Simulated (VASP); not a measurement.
# Pt (P6/mmm) in VASP: notebook, part 2 of 3

VASP 6.6.1. The steps go on from the part before.

### 4 Single point, PBEsol (16.64 Å³/atom)

This run uses another cell than the first one, of 16.64 Å³/atom.

INCAR reads:

```
SYSTEM = Pt
PREC = Accurate
ENCUT = 520
EDIFF = 1E-7
ISMEAR = -1
SIGMA = 0.1
LREAL = .FALSE.
LASPH = .TRUE.
NELM = 60
ALGO = Normal
ISIF = 2
LWAVE = .FALSE.
LCHARG = .TRUE.
GGA = PS
LELF = .TRUE.
LVHAR = .TRUE.
NBANDS = 22
```

KPOINTS reads:

```
regular mesh
0
G
  9 9 13
  0 0 0
```

POSCAR reads:

```
Pt
1.0
    4.5896531425      0.0000000000      0.0000000000
   -2.2948265712      3.9747562159      0.0000000000
    0.0000000000      0.0000000000      2.7360664623
Pt
3
Direct
    1.0000000000      0.0000000000      0.0000000000
    0.3333333333      0.6666666667      0.5000000000
    0.6666666667      0.3333333333      0.5000000000
```

Potentials or basis: VASP PAW PBE potentials, release 64 (Pt).

The run is started by

```console
cat potpaw_PBE.64/Pt/POTCAR > POTCAR
mpirun -np 1 vasp_std > vasp.out
```

OUTCAR:

```text
SYSTEM = Pt
   PREC = Accurate
   ENCUT = 520
   EDIFF = 1E-7
   ISMEAR = -1
   LREAL = .FALSE.
   LASPH = .TRUE.
   NELM = 60
   ISIF = 2
   GGA = PS

 ion  position               nearest neighbor table
   1  0.000  0.000  0.000-   2 2.98   3 2.98   2 2.98   3 2.98   2 2.98   2 2.98   3 2.98   3 2.98
                             3 2.98   3 2.98   2 2.98   2 2.98
   2  0.333  0.667  0.500-   3 2.65   3 2.65   3 2.65   1 2.98   1 2.98   1 2.98   1 2.98   1 2.98
                             1 2.98
   3  0.667  0.333  0.500-   2 2.65   2 2.65   2 2.65   1 2.98   1 2.98   1 2.98   1 2.98   1 2.98
                             1 2.98

  LATTYP: Found a hexagonal cell.
[... 798 lines left out ...]
  --------------------------------------------------------------------------------------
  -------------------------------------------------------------------------------------
  Total       -5.4664401     -5.4664401     -5.1940410     -0.0000000     -0.0000000      0.0000000
  in kB     -175.4680997   -175.4680997   -166.7243191     -0.0000000     -0.0000000      0.0000000
  external PRESSURE =    -172.5535062 kB  Pullay stress =       0.0000000 kB

 VOLUME and BASIS-vectors are now :
 -----------------------------------------------------------------------------
  energy-cutoff  :      520.00
  volume of cell :       49.91
      direct lattice vectors                 reciprocal lattice vectors
     4.589653142  0.000000000  0.000000000     0.217881389  0.125793878  0.000000000
    -2.294826571  3.974756216  0.000000000     0.000000000  0.251587757  0.000000000
     0.000000000  0.000000000  2.736066462     0.000000000  0.000000000  0.365488198

 POSITION                                       TOTAL-FORCE (eV/Angst)
 -----------------------------------------------------------------------------------
      0.00000      0.00000      0.00000         0.000000      0.000000      0.000000
     -0.00000      2.64984      1.36803        -0.000000      0.000000      0.000000
      2.29483      1.32492      1.36803         0.000000     -0.000000      0.000000
 -----------------------------------------------------------------------------------
    total drift:                                0.000000      0.000000     -0.000000

  FREE ENERGIE OF THE ION-ELECTRON SYSTEM (eV)
  ---------------------------------------------------
  free  energy   TOTEN  =       -20.2592938531 eV

  energy  without entropy=      -20.0763140313  energy(sigma->0) =      -20.16780394
```

OSZICAR:

```text
N       E                     dE             d eps       ncg     rms          rms(c)
DAV:   1     0.169629605357E+03    0.16963E+03   -0.15173E+04  3736   0.129E+03
DAV:   2    -0.172694964707E+02   -0.18690E+03   -0.17416E+03  4112   0.282E+02
DAV:   3    -0.215886887858E+02   -0.43192E+01   -0.42360E+01  4242   0.424E+01
DAV:   4    -0.216196334223E+02   -0.30945E-01   -0.30936E-01  4182   0.380E+00
DAV:   5    -0.216199693539E+02   -0.33593E-03   -0.33592E-03  4362   0.431E-01    0.177E+01
DAV:   6    -0.203873016967E+02    0.12327E+01   -0.27301E+00  3924   0.125E+01    0.928E+00
DAV:   7    -0.205338409360E+02   -0.14654E+00   -0.21044E+00  4092   0.104E+01    0.661E+00
DAV:   8    -0.202649983583E+02    0.26884E+00   -0.85243E-01  3984   0.864E+00    0.306E+00
DAV:   9    -0.202628999747E+02    0.20984E-02   -0.41461E-02  4062   0.148E+00    0.632E-01
DAV:  10    -0.202593162806E+02    0.35837E-02   -0.15065E-02  4032   0.997E-01    0.112E-01
DAV:  11    -0.202592927367E+02    0.23544E-04   -0.35103E-04  4092   0.148E-01    0.350E-02
DAV:  12    -0.202592949224E+02   -0.21856E-05   -0.28776E-05  4350   0.469E-02    0.177E-02
DAV:  13    -0.202592938119E+02    0.11104E-05   -0.58233E-06  4182   0.188E-02    0.212E-03
DAV:  14    -0.202592938531E+02   -0.41193E-07   -0.10907E-07  2546   0.266E-03
   1 F= -.20259294E+02 E0= -.20167804E+02  d E =-.182980E+00
```

stdout:

```text
POSCAR found type information on POSCAR Pt
 POSCAR found :  1 types and       3 ions
 scaLAPACK will be used
 -----------------------------------------------------------------------------
|                                                                             |
|                                                                             |
|     You enforced a specific xc type in the INCAR file but a different       |
|     I HOPE YOU KNOW WHAT YOU ARE DOING!                                     |
|                                                                             |
 -----------------------------------------------------------------------------

 LDA part: xc-table for (Slater+PW92), standard interpolation
 POSCAR, INCAR and KPOINTS ok, starting setup
 FFT: planning ... GRIDC
 FFT: planning ... GRID_SOFT
 FFT: planning ... GRID
 WAVECAR not read
 entering main loop
```

Wall time 2.4 min (1 thread of Intel Xeon 8259CL, shared host); peak memory 0.22 GiB.

Results:

| Item | Value |
| --- | --- |
| Free energy | -20.2593 eV |
| Pressure | -17.3 GPa |
| Band gap on the k mesh | zero (bands 15 and 16 overlap by 1.16 eV) |

Stress tensor (GPa, compression positive):
```
-17.55   0.00   0.00
  0.00 -17.55   0.00
  0.00   0.00 -16.67
```

Caveat: the cell stands under tension; the PAW data sets were made with another functional, which shifts forces and pressure a little; spin-orbit coupling is left out, which moves the levels of the heavy elements.

### 5 Single point, PBEsol (17.25 Å³/atom)

This run uses another cell than the first one, of 17.25 Å³/atom.

INCAR reads:

```
  PREC = Accurate
  ENCUT = 520
  EDIFF = 1E-6
  ISMEAR = -1
  SIGMA = 0.1
  LREAL = F
  LASPH = T
  NELM = 80
  ALGO = Normal
  ISIF = 2
  LWAVE = F
  LCHARG = F
  GGA = PS
  NBANDS = 22
```

KPOINTS reads:

```
regular mesh
0
Gamma
  9 9 13
```

POSCAR reads:

```
Pt
1.0
    4.6456300391      0.0000000000      0.0000000000
   -2.3228150195      4.0232336304      0.0000000000
    0.0000000000      0.0000000000      2.7694364152
Pt
3
Direct
    1.0000000000      0.0000000000      0.0000000000
    0.3333333333      0.6666666667      0.5000000000
    0.6666666667      0.3333333333      0.5000000000
```

Potentials or basis: VASP PAW PBE potentials, release 64 (Pt).

The run is started by

```console
cat potpaw_PBE.64/Pt/POTCAR > POTCAR
mpirun -np 1 vasp_std > vasp.out
```

OUTCAR:

```text
PREC = Accurate
   ENCUT = 520
   EDIFF = 1E-6
   ISMEAR = -1
   LREAL = F
   LASPH = T
   NELM = 80
   ISIF = 2
   GGA = PS

 ion  position               nearest neighbor table
   1  0.000  0.000  0.000-   2 3.02   3 3.02   2 3.02   3 3.02   2 3.02   2 3.02   3 3.02   3 3.02
                             3 3.02   3 3.02   2 3.02   2 3.02
   2  0.333  0.667  0.500-   3 2.68   3 2.68   3 2.68   1 3.02   1 3.02   1 3.02   1 3.02   1 3.02
                             1 3.02
   3  0.667  0.333  0.500-   2 2.68   2 2.68   2 2.68   1 3.02   1 3.02   1 3.02   1 3.02   1 3.02
                             1 3.02

  LATTYP: Found a hexagonal cell.
 ALAT       =     4.6456300391
 C/A-ratio  =     0.5961379602

  Lattice vectors:

 A1 = (   4.6456300391,   0.0000000000,   0.0000000000)
 A2 = (  -2.3228150195,   4.0232336304,   0.0000000000)
 A3 = (   0.0000000000,   0.0000000000,   2.7694364152)

Analysis of symmetry for initial positions (statically):
=====================================================================
 Subroutine PRICEL returns:
 Original cell was already a primitive cell.

 Routine SETGRP: Setting up the symmetry group for a
[... 168 lines left out ...]
  energy without entropy =      -19.83713334  energy(sigma->0) =      -19.93243920

 E-fermi :   8.6438     XC(G=0): -12.8291

 val. band max:        8.6414765154   @ k =   0.3333   0.1111   0.3846
 cond. band min:       8.6477945272   @ k =   0.3333   0.2222   0.3077
 fundamental gap:      0.0063180118
 Fermi energy:         8.6437558367

 k-point     1 :       0.0000    0.0000    0.0000
  band No.  band energies     occupation
      1      -0.1711      2.00000
      2       3.0912      2.00000
      3       4.4253      2.00000
      4       5.0773      2.00000
      5       5.0773      2.00000
      6       5.0934      2.00000
[... 589 lines left out ...]
     21      18.7637      0.00000
     22      23.6377      0.00000

 [... further k-points ...]

------------------------ aborting loop because EDIFF is reached ----------------------------------------

  FORCE on cell =-STRESS in cart. coord.  units (eV):
  Direction    XX          YY          ZZ          XY          YZ          ZX
  --------------------------------------------------------------------------------------
  -------------------------------------------------------------------------------------
  Total       -7.4626382     -7.4626382     -7.2229434     -0.0000000      0.0000000     -0.0000000
  in kB     -230.9892102   -230.9892102   -223.5699962     -0.0000000      0.0000000     -0.0000000
  external PRESSURE =    -228.5161389 kB  Pullay stress =       0.0000000 kB

 VOLUME and BASIS-vectors are now :
 -----------------------------------------------------------------------------
  energy-cutoff  :      520.00
  volume of cell :       51.76
      direct lattice vectors                 reciprocal lattice vectors
     4.645630039  0.000000000  0.000000000     0.215256056  0.124278142  0.000000000
    -2.322815020  4.023233630  0.000000000     0.000000000  0.248556284  0.000000000
     0.000000000  0.000000000  2.769436415     0.000000000  0.000000000  0.361084297

 POSITION                                       TOTAL-FORCE (eV/Angst)
 -----------------------------------------------------------------------------------
      0.00000      0.00000      0.00000        -0.000000      0.000000      0.000000
     -0.00000      2.68216      1.38472         0.000000     -0.000000     -0.000000
      2.32282      1.34108      1.38472        -0.000000      0.000000      0.000000
 -----------------------------------------------------------------------------------
    total drift:                                0.000000      0.000000     -0.000000

  FREE ENERGIE OF THE ION-ELECTRON SYSTEM (eV)
  ---------------------------------------------------
  free  energy   TOTEN  =       -20.0277450584 eV

  energy  without entropy=      -19.8371333389  energy(sigma->0) =      -19.93243920
```

OSZICAR:

```text
N       E                     dE             d eps       ncg     rms          rms(c)
DAV:   1     0.165976458093E+03    0.16598E+03   -0.14948E+04  3728   0.128E+03
DAV:   2    -0.171624690650E+02   -0.18314E+03   -0.17062E+03  4122   0.279E+02
DAV:   3    -0.213662542752E+02   -0.42038E+01   -0.41298E+01  4232   0.413E+01
DAV:   4    -0.213964854627E+02   -0.30231E-01   -0.30223E-01  4194   0.373E+00
DAV:   5    -0.213968192893E+02   -0.33383E-03   -0.33382E-03  4338   0.429E-01    0.160E+01
DAV:   6    -0.201461584047E+02    0.12507E+01   -0.29355E+00  3900   0.128E+01    0.844E+00
DAV:   7    -0.203327431969E+02   -0.18658E+00   -0.23703E+00  4056   0.108E+01    0.673E+00
DAV:   8    -0.200326652786E+02    0.30008E+00   -0.88918E-01  3954   0.881E+00    0.304E+00
DAV:   9    -0.200328216600E+02   -0.15638E-03   -0.51291E-02  4146   0.164E+00    0.712E-01
DAV:  10    -0.200277864666E+02    0.50352E-02   -0.21663E-02  3978   0.118E+00    0.126E-01
DAV:  11    -0.200277428358E+02    0.43631E-04   -0.44542E-04  4128   0.165E-01    0.277E-02
DAV:  12    -0.200277464899E+02   -0.36541E-05   -0.17947E-05  4392   0.375E-02    0.198E-02
DAV:  13    -0.200277450530E+02    0.14369E-05   -0.83003E-06  3088   0.214E-02    0.406E-03
DAV:  14    -0.200277450584E+02   -0.54565E-08   -0.24324E-07  2118   0.404E-03
   1 F= -.20027745E+02 E0= -.19932439E+02  d E =-.190612E+00
```

Wall time 2.3 min (1 thread of Intel Xeon 8259CL, shared host); peak memory 0.23 GiB.

What came out:

```
Free energy            : -20.0277 eV
Pressure               : -22.9 GPa
Band gap on the k mesh : zero (bands 15 and 16 overlap by 1.08 eV)
```

Caveat: the cell stands under tension; the PAW data sets were made with another functional, which shifts forces and pressure a little; spin-orbit coupling is left out, which moves the levels of the heavy elements.

[end of part 2 of 3]
